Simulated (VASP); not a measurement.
# NiO (I4/mmm) in VASP: a series of runs

NiO is run at these levels: r2SCAN; tasks: single point.

Everything below comes from runs of VASP 6.6.1. Logs are shortened: lines on timing, memory, paths and dates and some standing lists are left out, and cuts for length are marked.

### 1 The cell of the first run

It takes space group I4/mmm (No. 139, tetragonal). Conventional cell: a = 3.080 Å, b = 3.080 Å, c = 4.084 Å, α = 90.00°, β = 90.00°, γ = 90.00°. Ni (site symmetry 4/mmm) has 6 O at 2.04 to 2.18 Å within 2.7 Å. O (site symmetry 4/mmm) has 6 Ni at 2.04 to 2.18 Å within 2.7 Å.

### 2 Single point, r2SCAN, collinear spin, ferromagnetic start

The input, POSCAR:

```
NiO
1.0
    2.1780704369      2.1780704369      0.0000000000
   -2.1780704369      2.1780704369      0.0000000000
    0.0000000000      0.0000000000      4.0839459755
Ni O
2 2
Direct
    0.0000000000      0.0000000000      0.0000000000
    0.5000000000      0.5000000000      0.5000000000
    0.5000000000      0.5000000000      0.0000000000
    0.0000000000      0.0000000000      0.5000000000
```

The input, INCAR.step1:

```
SYSTEM = NiO
ALGO = Normal
EDIFF = 1E-4
ENCUT = 520
GGA = PE
ISMEAR = 0
ISPIN = 2
LASPH = .True.
LCHARG = .False.
LMAXMIX = 4
LREAL = .False.
LWAVE = .True.
MAGMOM = 1.83 1.83 0.31 0.31
NBANDS = 28
NELM = 150
PREC = Accurate
SIGMA = 0.02
```

The input, INCAR.step2:

```
SYSTEM = NiO
ALGO = Normal
EDIFF = 1E-6
ENCUT = 520
ISIF = 2
ISMEAR = 0
ISPIN = 2
ISTART = 1
LASPH = .True.
LCHARG = .False.
LMAXMIX = 4
LMIXTAU = .True.
LORBIT = 11
LREAL = .False.
LWAVE = .False.
MAGMOM = 1.83 1.83 0.31 0.31
METAGGA = R2SCAN
NBANDS = 28
NELM = 150
PREC = Accurate
SIGMA = 0.02
```

The input, KPOINTS:

```
k-points
0
Gamma
  10 10 8
  0 0 0
```

Potentials or basis: VASP PAW PBE potentials, release 64 (Ni, O).

Run with:

```console
> cat potpaw_PBE.64/Ni/POTCAR potpaw_PBE.64/O/POTCAR > POTCAR
> cp INCAR.step1 INCAR
> mpirun -np 1 vasp_std > vasp.out
> cp INCAR.step2 INCAR
> mpirun -np 1 vasp_std > vasp.out
```

OUTCAR:

```text
SYSTEM = NiO
   EDIFF = 1E-6
   ENCUT = 520
   ISIF = 2
   ISMEAR = 0
   ISPIN = 2
   ISTART = 1
   LASPH = .True.
   LORBIT = 11
   LREAL = .False.
   METAGGA = R2SCAN
   NELM = 150
   PREC = Accurate

 ion  position               nearest neighbor table
   1  0.000  0.000  0.000-   4 2.04   4 2.04   3 2.18   3 2.18   3 2.18   3 2.18   2 2.99   2 2.99
                             2 2.99   2 2.99   2 2.99   2 2.99   2 2.99   2 2.99
   2  0.500  0.500  0.500-   3 2.04   3 2.04   4 2.18   4 2.18   4 2.18   4 2.18   1 2.99   1 2.99
                             1 2.99   1 2.99   1 2.99   1 2.99   1 2.99   1 2.99
   3  0.500  0.500  0.000-   2 2.04   2 2.04   1 2.18   1 2.18   1 2.18   1 2.18
   4  0.000  0.000  0.500-   1 2.04   1 2.04   2 2.18   2 2.18   2 2.18   2 2.18

  LATTYP: Found a simple tetragonal cell.
 ALAT       =     3.0802567517
 C/A-ratio  =     1.3258459618

  Lattice vectors:

 A1 = (   2.1780704369,   2.1780704369,   0.0000000000)
 A2 = (  -2.1780704369,   2.1780704369,   0.0000000000)
 A3 = (   0.0000000000,   0.0000000000,   4.0839459755)

Analysis of symmetry for initial positions (statically):
=====================================================================
 Subroutine PRICEL returns following result:

  LATTYP: Found a body centered tetragonal cell.
 ALAT       =     3.0802567517
 C/A-ratio  =     1.3258459618
[... 12 lines left out ...]
 Subroutine GETGRP returns: Found 16 space group operations
 (whereof 16 operations were pure point group operations)
 out of a pool of 16 trial point group operations.

The static configuration has the point symmetry D_4h.

Analysis of symmetry for dynamics (positions and initial velocities):
=====================================================================
 Subroutine PRICEL returns following result:

  LATTYP: Found a body centered tetragonal cell.
 ALAT       =     3.0802567517
 C/A-ratio  =     1.3258459618
[... 12 lines left out ...]
 Subroutine GETGRP returns: Found 16 space group operations
 (whereof 16 operations were pure point group operations)
 out of a pool of 16 trial point group operations.

The dynamic configuration has the point symmetry D_4h.

Analysis of structural, dynamic, and magnetic symmetry:
=====================================================================
 Subroutine PRICEL returns following result:

  LATTYP: Found a body centered tetragonal cell.
 ALAT       =     3.0802567517
 C/A-ratio  =     1.3258459618
[... 12 lines left out ...]
 Subroutine GETGRP returns: Found 16 space group operations
 (whereof 16 operations were pure point group operations)
 out of a pool of 16 trial point group operations.

The overall configuration has the point symmetry D_4h.

 Subroutine INISYM returns: Found 16 space group operations
 (whereof 16 operations are pure point group operations),
 and found     2 'primitive' translations
[... 121 lines left out ...]
   LHFCALC =     F    Hartree Fock is set to
   AEXX    =    0.0000 exact exchange contribution
   IVDW    =     0    specifies the selected vdW correction
   LEPSILON=     F    determine dielectric tensor
   LRPA    =     F    only Hartree local field effects (RPA)
 spin polarized calculation
 Gauss-broadening in eV      SIGMA  =   0.02
  energy-cutoff  :      520.00
  volume of cell :       38.75
 maximum number of plane-waves:      1064
 NGX is ok and might be reduce to    24
   NGX = 11   NGY = 11   NGZ = 15

 number of electron      32.0000036 magnetization       3.9999416

 Free energy of the ion-electron system (eV)
  ---------------------------------------------------
  ext. energy  EPLUGINS =         0.00000000
  ---------------------------------------------------
  free energy    TOTEN  =       -40.09156288 eV

  energy without entropy =      -40.09156288  energy(sigma->0) =      -40.09156288

 E-fermi :   6.8516     XC(G=0): -13.0118

 val. band max:        6.7720258848   @ k =   0.5000   0.0000   0.5000
 cond. band min:       7.3355868615   @ k =   0.0000   0.0000   0.0000
 fundamental gap:      0.5635609767
 Fermi energy:         6.8515745169

 spin component 1

 k-point     1 :       0.0000    0.0000    0.0000
  band No.  band energies     occupation
      1     -13.9030      1.00000
      2     -12.5989      1.00000
      3       0.4559      1.00000
      4       2.6323      1.00000
      5       2.6819      1.00000
      6       2.6819      1.00000
[... 733 lines left out ...]
     27      24.2995      0.00000
     28      27.4313      0.00000

 [... further k-points ...]

 spin component 2

 k-point     1 :       0.0000    0.0000    0.0000
  band No.  band energies     occupation
      1     -13.3724      1.00000
      2     -11.9282      1.00000
      3       0.8726      1.00000
      4       3.2650      1.00000
      5       3.2650      1.00000
      6       3.7519      1.00000
[... 733 lines left out ...]
     27      24.8398      0.00000
     28      27.9249      0.00000

 [... further k-points ...]
[... 5 lines left out ...]
  --------------------------------------------------------------------------------------
  -------------------------------------------------------------------------------------
  Total       -3.1297128     -3.1297128      0.1000827      0.0000000      0.0000000     -0.0000000
  in kB     -129.4080336   -129.4080336      4.1382390      0.0000000      0.0000000     -0.0000000
  external PRESSURE =     -84.8926094 kB  Pullay stress =       0.0000000 kB

 VOLUME and BASIS-vectors are now :
 -----------------------------------------------------------------------------
  energy-cutoff  :      520.00
  volume of cell :       38.75
      direct lattice vectors                 reciprocal lattice vectors
     2.178070437  2.178070437  0.000000000     0.229560987  0.229560987  0.000000000
    -2.178070437  2.178070437  0.000000000    -0.229560987  0.229560987  0.000000000
     0.000000000  0.000000000  4.083945975     0.000000000  0.000000000  0.244861221

 POSITION                                       TOTAL-FORCE (eV/Angst)
 -----------------------------------------------------------------------------------
      0.00000      0.00000      0.00000         0.000000     -0.000000     -0.000000
      0.00000      2.17807      2.04197         0.000000     -0.000000     -0.000000
      0.00000      2.17807      0.00000        -0.000000      0.000000      0.000000
      0.00000      0.00000      2.04197        -0.000000      0.000000     -0.000000
 -----------------------------------------------------------------------------------
    total drift:                                0.000000     -0.000000     -0.000000

  FREE ENERGIE OF THE ION-ELECTRON SYSTEM (eV)
  ---------------------------------------------------
  free  energy   TOTEN  =       -40.0915628837 eV

  energy  without entropy=      -40.0915628837  energy(sigma->0) =      -40.09156288

 total charge

# of ion       s       p       d       tot
------------------------------------------
    1        0.322   0.379   8.137   8.838
    2        0.322   0.379   8.137   8.838
    3        1.555   3.464   0.000   5.019
    4        1.555   3.464   0.000   5.019
--------------------------------------------------
tot          3.753   7.687  16.274  27.713

 magnetization (x)

# of ion       s       p       d       tot
------------------------------------------
    1        0.013   0.010   1.674   1.697
    2        0.013   0.010   1.674   1.697
    3        0.026   0.245   0.000   0.271
    4        0.026   0.245   0.000   0.271
--------------------------------------------------
tot          0.077   0.511   3.348   3.936
```

OSZICAR.step1:

```text
N       E                     dE             d eps       ncg     rms          rms(c)
DAV:   1     0.255693860410E+03    0.25569E+03   -0.14615E+04 12196   0.145E+03
DAV:   2    -0.130242545395E+01   -0.25700E+03   -0.23025E+03 12112   0.333E+02
DAV:   3    -0.272080532987E+02   -0.25906E+02   -0.24379E+02 13164   0.114E+02
DAV:   4    -0.277456808176E+02   -0.53763E+00   -0.53568E+00 12416   0.166E+01
DAV:   5    -0.277579538496E+02   -0.12273E-01   -0.12271E-01 14300   0.245E+00    0.206E+01
DAV:   6    -0.258763723081E+02    0.18816E+01   -0.28512E+01 14984   0.854E+01    0.291E+01
DAV:   7    -0.228558708976E+02    0.30205E+01   -0.98182E+00 13900   0.702E+01    0.833E+00
DAV:   8    -0.229129652169E+02   -0.57094E-01   -0.10855E+00 15572   0.108E+01    0.573E+00
DAV:   9    -0.229019990048E+02    0.10966E-01   -0.12744E-01 17304   0.511E+00    0.196E+00
DAV:  10    -0.229077023939E+02   -0.57034E-02   -0.32267E-02 14752   0.144E+00    0.862E-01
DAV:  11    -0.229071755923E+02    0.52680E-03   -0.31187E-03 14620   0.125E+00    0.399E-01
DAV:  12    -0.229073325318E+02   -0.15694E-03   -0.26500E-03 17236   0.848E-01    0.100E-01
DAV:  13    -0.229074002180E+02   -0.67686E-04   -0.51830E-04 11660   0.187E-01
   1 F= -.22907400E+02 E0= -.22907232E+02  d E =-.336318E-03  mag=     3.4900
```

It took 6.6 min on 1 thread of Intel Xeon Platinum 8124M at 3.00GHz (Skylake/Cascade Lake), shared host; peak memory 0.28 GiB.

Results:

| Quantity | Value |
| --- | --- |
| Free energy | -40.0916 eV |
| Pressure | -8.5 GPa |
| Band gap on the k mesh | 0.56 eV |
| Net moment | 4.00 μB per cell |
| Site moments | Ni +1.70; O +0.27 μB |
| Valence electrons inside the program's atomic spheres | Ni 8.84; O 5.02 |

Stress tensor (GPa, compression positive):
```
-12.94   0.00   0.00
  0.00 -12.94   0.00
  0.00   0.00   0.41
```

Caveat: the stress differs along the axes, from -13 to 0 GPa; semilocal functionals underestimate gaps, and a narrow one can read as zero; the PAW data sets were made with another functional, which shifts forces and pressure a little. A k mesh can miss the band edges.

### 3 Single point, r2SCAN, collinear spin, ferromagnetic start (biaxial strain in the a-b plane: +4.0 %)

Edit POSCAR of step 2 so:

```diff
@@ -4,3 +4,3 @@
    -2.1780704369      2.1780704369      0.0000000000
-    0.0000000000      0.0000000000      4.0839459755
+    0.0000000000      0.0000000000      4.0880706662
 Ni O
```

The input, INCAR.step1:

```
ALGO = Normal ; EDIFF = 1E-4
ENCUT = 520 ; GGA = PE
ISMEAR = 0 ; ISPIN = 2
LASPH = True ; LCHARG = False
LMAXMIX = 4 ; LREAL = False
LWAVE = True ; MAGMOM = 1.84 1.84 0.31 0.31
NBANDS = 28 ; NELM = 150
PREC = Accurate ; SIGMA = 0.02
```

The input, INCAR.step2:

```
ALGO = Normal ; EDIFF = 1E-7
ENCUT = 520 ; ISIF = 2
ISMEAR = 0 ; ISPIN = 2
ISTART = 1 ; LASPH = True
LCHARG = False ; LMAXMIX = 4
LMIXTAU = True ; LORBIT = 11
LREAL = False ; LWAVE = False
MAGMOM = 1.84 1.84 0.31 0.31 ; METAGGA = R2SCAN
NBANDS = 28 ; NELM = 150
PREC = Accurate ; SIGMA = 0.02
```

The input, KPOINTS:

```
k-points
0
Gamma
  10 10 8
```

Potentials or basis: VASP PAW PBE potentials, release 64 (Ni, O).

Run with:

```console
> cat potpaw_PBE.64/Ni/POTCAR potpaw_PBE.64/O/POTCAR > POTCAR
> cp INCAR.step1 INCAR
> mpirun -np 1 vasp_std > vasp.out
> cp INCAR.step2 INCAR
> mpirun -np 1 vasp_std > vasp.out
```

OUTCAR:

```text
EDIFF = 1E-7
   ENCUT = 520
   ISIF = 2
   ISMEAR = 0
   ISPIN = 2
   ISTART = 1
   LASPH = True
   LORBIT = 11
   LREAL = False
   METAGGA = R2SCAN
   NELM = 150
   PREC = Accurate

 ion  position               nearest neighbor table
   1  0.000  0.000  0.000-   4 2.04   4 2.04   3 2.18   3 2.18   3 2.18   3 2.18   2 2.99   2 2.99
                             2 2.99   2 2.99   2 2.99   2 2.99   2 2.99   2 2.99
   2  0.500  0.500  0.500-   3 2.04   3 2.04   4 2.18   4 2.18   4 2.18   4 2.18   1 2.99   1 2.99
                             1 2.99   1 2.99   1 2.99   1 2.99   1 2.99   1 2.99
   3  0.500  0.500  0.000-   2 2.04   2 2.04   1 2.18   1 2.18   1 2.18   1 2.18
   4  0.000  0.000  0.500-   1 2.04   1 2.04   2 2.18   2 2.18   2 2.18   2 2.18

  LATTYP: Found a simple tetragonal cell.
 ALAT       =     3.0802567517
 C/A-ratio  =     1.3271850355

  Lattice vectors:

 A1 = (   2.1780704369,   2.1780704369,   0.0000000000)
 A2 = (  -2.1780704369,   2.1780704369,   0.0000000000)
[... 986 lines left out ...]
      4       3.2595      1.00000
      5       3.2595      1.00000
      6       3.7417      1.00000
[... 733 lines left out ...]
     27      24.8241      0.00000
     28      27.9025      0.00000

 [... further k-points ...]
[... 5 lines left out ...]
  --------------------------------------------------------------------------------------
  -------------------------------------------------------------------------------------
  Total       -3.1605740     -3.1605740     -0.0018455      0.0000000     -0.0000000     -0.0000000
  in kB     -130.5522366   -130.5522366     -0.0762296      0.0000000     -0.0000000     -0.0000000
  external PRESSURE =     -87.0602342 kB  Pullay stress =       0.0000000 kB

 VOLUME and BASIS-vectors are now :
 -----------------------------------------------------------------------------
  energy-cutoff  :      520.00
  volume of cell :       38.79
      direct lattice vectors                 reciprocal lattice vectors
     2.178070437  2.178070437  0.000000000     0.229560987  0.229560987  0.000000000
    -2.178070437  2.178070437  0.000000000    -0.229560987  0.229560987  0.000000000
     0.000000000  0.000000000  4.088070666     0.000000000  0.000000000  0.244614167

 POSITION                                       TOTAL-FORCE (eV/Angst)
 -----------------------------------------------------------------------------------
      0.00000      0.00000      0.00000        -0.000000     -0.000000      0.000000
      0.00000      2.17807      2.04404        -0.000000      0.000000      0.000000
      0.00000      2.17807      0.00000         0.000000     -0.000000     -0.000000
      0.00000      0.00000      2.04404         0.000000      0.000000     -0.000000
 -----------------------------------------------------------------------------------
    total drift:                                0.000000     -0.000000     -0.000000

  FREE ENERGIE OF THE ION-ELECTRON SYSTEM (eV)
  ---------------------------------------------------
  free  energy   TOTEN  =       -40.0916659522 eV

  energy  without entropy=      -40.0916659522  energy(sigma->0) =      -40.09166595

 total charge

# of ion       s       p       d       tot
------------------------------------------
    1        0.321   0.379   8.136   8.836
    2        0.321   0.379   8.136   8.836
    3        1.555   3.463   0.000   5.018
    4        1.555   3.463   0.000   5.018
--------------------------------------------------
tot          3.752   7.683  16.272  27.708

 magnetization (x)

# of ion       s       p       d       tot
------------------------------------------
    1        0.012   0.010   1.674   1.697
    2        0.012   0.010   1.674   1.697
    3        0.026   0.245   0.000   0.271
    4        0.026   0.245   0.000   0.271
--------------------------------------------------
tot          0.077   0.511   3.348   3.936
```

OSZICAR.step1:

```text
N       E                     dE             d eps       ncg     rms          rms(c)
DAV:   1     0.254509724868E+03    0.25451E+03   -0.14721E+04 12268   0.146E+03
DAV:   2    -0.186664529956E+01   -0.25638E+03   -0.22958E+03 12144   0.333E+02
DAV:   3    -0.272286259902E+02   -0.25362E+02   -0.23764E+02 13024   0.112E+02
DAV:   4    -0.277502800457E+02   -0.52165E+00   -0.51972E+00 12532   0.164E+01
DAV:   5    -0.277622390742E+02   -0.11959E-01   -0.11958E-01 14284   0.242E+00    0.206E+01
DAV:   6    -0.258855422344E+02    0.18767E+01   -0.28479E+01 14976   0.854E+01    0.291E+01
DAV:   7    -0.228549526654E+02    0.30306E+01   -0.98527E+00 13932   0.702E+01    0.832E+00
DAV:   8    -0.229128276913E+02   -0.57875E-01   -0.10876E+00 15528   0.108E+01    0.574E+00
DAV:   9    -0.229016461799E+02    0.11182E-01   -0.12861E-01 17280   0.515E+00    0.198E+00
DAV:  10    -0.229073162247E+02   -0.56700E-02   -0.32754E-02 15080   0.147E+00    0.863E-01
DAV:  11    -0.229067665366E+02    0.54969E-03   -0.30862E-03 14748   0.124E+00    0.392E-01
DAV:  12    -0.229069110757E+02   -0.14454E-03   -0.26199E-03 17196   0.853E-01    0.127E-01
DAV:  13    -0.229070117960E+02   -0.10072E-03   -0.53341E-04 11820   0.193E-01    0.500E-02
DAV:  14    -0.229070170968E+02   -0.53009E-05   -0.29234E-05  6052   0.108E-01
   1 F= -.22907017E+02 E0= -.22906828E+02  d E =-.378711E-03  mag=     3.4944
```

Run time: 7.3 min. Hardware: 1 thread of Intel Xeon Platinum 8124M at 3.00GHz (Skylake/Cascade Lake), shared host; peak memory 0.29 GiB.

Results:

```yaml
Free_energy: -40.0917 eV
Pressure: -8.7 GPa
Band_gap_on_the_k_mesh: 0.57 eV
Net_moment: 4.00 μB per cell
Site_moments: Ni +1.70; O +0.27 μB
Valence_electrons_inside_the_program's_atomic_spheres: Ni 8.84; O 5.02
```

Stress tensor (GPa, compression positive):
```
-13.06   0.00   0.00
  0.00 -13.06   0.00
  0.00   0.00  -0.01
```

Caveat: the cell differs from its parent crystal (biaxial strain in the a-b plane: +4.0 %); the stress differs along the axes, from -13 to -0 GPa; semilocal functionals underestimate gaps, and a narrow one can read as zero; the PAW data sets were made with another functional, which shifts forces and pressure a little.
